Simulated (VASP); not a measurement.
Set up this calculation in VASP 6.6.1, as the native input.

| Item | Value |
| --- | --- |
| Task | single point |
| Functional | PBE |
| Potentials or basis | VASP PAW PBE potentials, release 64 (Mg, Si, N) |
| Cutoff | 520 eV |
| k mesh | 6 × 6 × 6 |
| Occupations | gaussian, width 0.1 eV |
| Spin | no spin polarisation |
| Dipole correction | no |
| Further INCAR settings | ALGO = Normal; EDIFF = 1e-06; NBANDS = 12 |

The structure of MgSiN lies in POSCAR:

```
MgSiN
1.0
    2.7328106364      0.0000000000      0.0000000000
    0.0000000000      2.7328106364      0.0000000000
    0.0000000000      0.0000000000      6.0719010514
Mg Si N
1 1 1
Direct
    0.5000000000      0.5000000000      0.5000000000
    0.5000000000      0.5000000000      0.0000000000
    0.0000000000      0.0000000000      0.0000000000
```

These files were run (other wordings do the same):

INCAR

```
PREC = Accurate
ENCUT = 520
EDIFF = 1E-6
ISMEAR = 0
SIGMA = 0.1
LREAL = F
LASPH = T
NELM = 80
ALGO = Normal
ISIF = 2
LWAVE = F
LCHARG = F
GGA = PE
NBANDS = 12
```

KPOINTS

```
regular mesh
0
Gamma
  6 6 6
```

Potentials or basis: VASP PAW PBE potentials, release 64 (Mg, Si, N).

Command:

```bash
$ cat potpaw_PBE.64/Mg/POTCAR potpaw_PBE.64/Si/POTCAR potpaw_PBE.64/N/POTCAR > POTCAR
$ mpirun -np 1 vasp_std > vasp.out
```

Results of the run:

The pressure is 0.2 GPa.

Caveat: the k points lie up to 0.38 Å⁻¹ apart.

Run time: 11 s on 1 thread of Intel(R) Xeon(R) 6975P-C (Granite Rapids) (shared host), peak memory 0.16 GiB.
